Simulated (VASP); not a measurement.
A run of VASP 6.6.1 is set up as follows.

File INCAR:

```
SYSTEM = ZrTi3C4
  PREC = Accurate
  ENCUT = 520
  EDIFF = 1E-6
  ISMEAR = 0
  SIGMA = 0.1
  LREAL = .False.
  LASPH = .True.
  NELM = 150
  ALGO = Normal
  ISIF = 2
  LWAVE = .False.
  LCHARG = .False.
  ISPIN = 2
  MAGMOM = 1 1 1 1 0 0 0 0
  LORBIT = 11
  LMAXMIX = 4
  GGA = PE
  NBANDS = 46
```

The input KPOINTS:

```
regular mesh
0
Gamma
  4 4 6
  0 0 0
```

File POSCAR:

```
ZrTi3C4
1.0
    3.1363932278     -4.4292202334      0.0000000000
    3.1363932278      4.4292202334      0.0000000000
    0.0000000000      0.0000000000      3.1486821526
Zr Ti C
1 3 4
Direct
    0.5000000000      0.5000000000      0.0000000000
    0.0000000000      0.0000000000      0.0000000000
    0.0000000000      0.5000000000      0.5000000000
    0.5000000000      0.0000000000      0.5000000000
    0.7557252045      0.2442747955      0.0000000000
    0.2442747955      0.7557252045      0.0000000000
    0.7613607299      0.7613607299      0.5000000000
    0.2386392701      0.2386392701      0.5000000000
```

Potentials or basis: VASP PAW PBE potentials, release 64 (Zr_sv, Ti_sv, C).

The run is started by

```bash
$ cat potpaw_PBE.64/Zr_sv/POTCAR potpaw_PBE.64/Ti_sv/POTCAR potpaw_PBE.64/C/POTCAR > POTCAR
$ mpirun -np 1 vasp_std > vasp.out
```

Question: Predict the largest force.

Answer: 0.016 eV/Å.

Question: Predict the pressure.

Answer: 0.0 GPa.

Stress tensor (GPa, compression positive):
```
 0.07  0.00  0.00
 0.00  0.04  0.00
 0.00  0.00 -0.08
```
